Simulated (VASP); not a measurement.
Input of a VASP 6.6.1 run:

INCAR

```
ALGO = Normal
EDIFF = 1E-6
ENCUT = 520
GGA = PE
ISIF = 2
ISMEAR = 0
LASPH = True
LCHARG = False
LREAL = False
LWAVE = False
NBANDS = 40
NELM = 100
PREC = Accurate
SIGMA = 0.1
```

The input KPOINTS:

```
k-points
0
Gamma
  6 6 8
```

The input POSCAR:

```
K3LuN2
1.0
    7.1316934598      0.0000000000      0.0000000000
   -3.5658467299      6.1762277082      0.0000000000
    0.0000000000      0.0000000000      5.4295814995
K Lu N
3 1 2
Direct
    0.5000000000      0.0000000000      0.5000000000
    0.0000000000      0.5000000000      0.5000000000
    0.5000000000      0.5000000000      0.5000000000
    0.0000000000      0.0000000000      0.0000000000
    0.0000000000      0.0000000000      0.6150181676
    0.0000000000      0.0000000000      0.3849818324
```

Potentials or basis: VASP PAW PBE potentials, release 64 (K_sv, Lu, N).

Command:

```bash
$ cat potpaw_PBE.64/K_sv/POTCAR potpaw_PBE.64/Lu/POTCAR potpaw_PBE.64/N/POTCAR > POTCAR
$ mpirun -np 1 vasp_std > vasp.out
```

Question: Predict the band gap on the k mesh.

Answer: Zero (band 31 reaches 0.83 eV, above the bottom of band 32 at 0.03 eV).

Question: Predict the largest force.

Answer: 0.087 eV/Å.

Stress tensor (GPa, compression positive):
```
0.00 0.00 0.00
0.00 0.00 0.00
0.00 0.00 0.40
```

Caveat: the standard files for N, O and F lose accuracy on very short bonds; spin-orbit coupling is left out, which moves the levels of the heavy elements.
